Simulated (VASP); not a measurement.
Pt, 2 atoms in the cell. Symmetry: P6_3/mmc, No. 194, hexagonal system. Conventional cell: a = 2.854 Å, b = 2.854 Å, c = 4.782 Å, α = 90.00°, β = 90.00°, γ = 120.00°. Within 3.8 Å of Pt (site symmetry -6m2) lie 12 Pt at 2.85 to 2.90 Å. This isn't the form of Pt at room conditions, which is fcc.

- Program: VASP 6.6.1
- Task: single point
- Functional: LDA
- Potentials or basis: VASP PAW LDA potentials, release 64 (Pt)
- Cutoff: 520 eV
- k mesh: 17 × 17 × 9
- Occupations: fermi-dirac, width 0.05 eV
- Spin: no spin polarisation
- Dipole correction: no
- Further INCAR settings: ALGO = Normal; EDIFF = 1e-06; NBANDS = 17

Potentials or basis: VASP PAW LDA potentials, release 64 (Pt).

The run is started by

```bash
$ cat potpaw_LDA.64/Pt/POTCAR > POTCAR
$ mpirun -np 1 vasp_std > vasp.out
```

Hardware: 1 thread of AMD EPYC 9R45 96-Core Processor (Zen 5) (shared host).

Task: How long does it take, and how much memory?

Result: It took 36 s on 1 thread of AMD EPYC 9R45 96-Core Processor (Zen 5) (shared host), peak memory 0.17 GiB. Counts: scf iterations 11, k points 165.
